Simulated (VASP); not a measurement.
Ti3Se: relaxation of cell and atoms with PBEsol

Crystal: Ti3Se.

```
Se Ti
1.0
     3.19745    0.00000    0.00000
    -1.59872    2.76907    0.00000
     0.00000    0.00000    7.94275
Se Ti
1 3
Direct
  0.00000 0.00000 0.00000
  0.66667 0.33333 0.50000
  0.33333 0.66667 0.77290
  0.33333 0.66667 0.22710
```

- Program: VASP 6.6.1
- Task: relaxation of cell and atoms
- Functional: PBEsol
- Potentials or basis: VASP PAW PBE potentials, release 64 (Se, Ti_sv)
- Cutoff: 600 eV
- k mesh: 10 × 10 × 4
- Occupations: fermi-dirac, width 0.05 eV
- Spin: no spin polarisation
- Target pressure: 10 GPa
- Dipole correction: no
- Further INCAR settings: ALGO = Normal; EDIFF = 1e-06; IBRION = 2; EDIFFG = -0.01; NSW = 60; ISIF = 3

```yaml
Relaxed_volume: 15.70 Å³/atom
Relaxed_cell: a = 3.066 Å, b = 3.066 Å, c = 7.714 Å, α = 90.00°, β = 90.00°, γ = 120.00°
Space_group_after_relaxing_to_0.05_Å: P-6m2 (No. 187)
Energy_change_on_relaxing_the_enthalpy_is_what_falls: +26.1 meV/atom
Ionic_steps: 10
Pressure_after_relaxing: 10.0 GPa
Largest_force_after_relaxing: 0.007 eV/Å
Band_gap_on_the_k_mesh: zero (band 21 reaches 9.60 eV, above the bottom of band 22 at 9.00 eV)
```

Forces on the atoms (eV/Å):
```
Se   0.000  0.000  0.000
Ti   0.000  0.000  0.000
Ti   0.000  0.000  0.007
Ti   0.000  0.000 -0.007
```

Step by step:
| step | energy change (eV) | largest force (eV/Å) | pressure (GPa) | volume (Å³) |
| --- | --- | --- | --- | --- |
| 1 | 0.0000 | 0.0710 | -4.35 | 70.32 |
| 2 | 1.1492 | 1.2577 | 36.63 | 55.48 |
| 3 | 0.0856 | 0.3540 | 9.45 | 63.31 |
| 4 | 0.0963 | 0.3684 | 9.88 | 63.13 |
| 5 | 0.1050 | 0.3799 | 10.25 | 63.00 |
| 6 | 0.1067 | 0.1347 | 10.30 | 62.79 |
| 7 | 0.1120 | 0.0101 | 10.26 | 62.68 |
| 8 | 0.1124 | 0.0017 | 10.31 | 62.67 |
| 9 | 0.0952 | 0.0175 | 9.66 | 62.95 |
| 10 | 0.1045 | 0.0072 | 9.98 | 62.80 |

Final structure:
```
Se Ti
1.0
     3.06601    0.00000    0.00000
    -1.53300    2.65524    0.00000
     0.00000    0.00000    7.71358
Se Ti
1 3
Direct
  0.00000 0.00000 0.00000
  0.66667 0.33333 0.50000
  0.33333 0.66667 0.76981
  0.33333 0.66667 0.23019
```

Levels at points of the mesh, in eV from the Fermi level:
```tsv
k point	band 19	band 20	band 21	band 22	band 23	band 24
(0.00, 0.00, 0.00)	-0.18	0.18	0.18	0.33	0.33	1.18
(0.50, 0.00, 0.00)	-1.77	-0.58	-0.48	0.21	0.96	1.04
(0.00, 0.00, 0.50)	-0.83	0.42	0.42	0.72	0.72	0.86
(0.50, 0.00, 0.50)	-1.66	-0.99	-0.94	0.82	1.00	1.17
```

Wall time 6.3 min on 1 thread of Intel(R) Xeon(R) 6975P-C (Granite Rapids) (shared host), peak memory 0.28 GiB.

Caveat: the cell is relaxed towards a set pressure, so the enthalpy falls and the energy may rise; the PAW data sets were made with another functional, which shifts forces and pressure a little.
